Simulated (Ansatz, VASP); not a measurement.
# Two plane-wave programs on InAs

File INCAR:

```
PREC = Accurate ; ENCUT = 600
EDIFF = 1E-6 ; ISMEAR = -1
SIGMA = 0.05 ; LREAL = False
LASPH = True ; NELM = 80
ALGO = Normal ; ISIF = 3
LWAVE = False ; LCHARG = False
GGA = RP ; IBRION = 2
NSW = 60 ; EDIFFG = -0.01
```

Contents of KPOINTS:

```
Automatic mesh
0
Gamma
  8 8 8
```

POSCAR

```
InAs
1.0
    0.0000000000      3.0180000000      3.0180000000
    3.0180000000      0.0000000000      3.0180000000
    3.0180000000      3.0180000000      0.0000000000
In As
1 1
Direct
    0.0000000000      0.0000000000      0.0000000000
    0.7500000000      0.7500000000      0.7500000000
```

Contents of input.yaml:

```yaml
crystal:
  lattice:
    - [0.0, 3.018, 3.018]
    - [3.018, 0.0, 3.018]
    - [3.018, 3.018, 0.0]
  atoms:
    - { symbol: In, position: [0.0, 0.0, 0.0] }
    - { symbol: As, position: [0.75, 0.75, 0.75] }
hamiltonian:
  xc: rpbe
  pseudopotentials: { kind: paw }
kpoints:
  mp_grid: { grid: [8, 8, 8] }
scf:
  occupations: { method: fermi_dirac, width: 0.05 }
output:
  forces: true
  stress: true
relax:
  f_tol: 0.01
  max_steps: 40
  cell: { stress_tol: 0.05 }
```

Alike in both runs: task relaxation of cell and atoms; functional RPBE; k mesh 8 × 8 × 8; occupations fermi-dirac, width 0.05 eV; no spin polarisation.

|  | VASP | Ansatz |
| --- | --- | --- |
| version | VASP 6.6.1 | Ansatz 0.2.0 |
| potentials or method | VASP PAW PBE potentials, release 64 (In_d, As) | Ansatz PAW |
| plane-wave cutoff (eV) | 600 | 420 |
| valence electrons in the cell | 18 | 28 |

|  | VASP | Ansatz | Ansatz less VASP |
| --- | --- | --- | --- |
| relaxed volume (Å³/atom) | 30.61 | 30.59 | -0.015 |
| relaxed cell length with the largest relative difference (Å) | 4.424 | 4.423 | -0.0007 |

VASP's potentials were made for PBE, not for RPBE. VASP's potentials hold 18 valence electrons a cell and Ansatz's 28, so a difference there can come from the potentials and not from the codes.

Noted on Ansatz's run: the plane-wave basis is chosen anew once the cell has moved, so the energies of steps on either side of that aren't comparable.
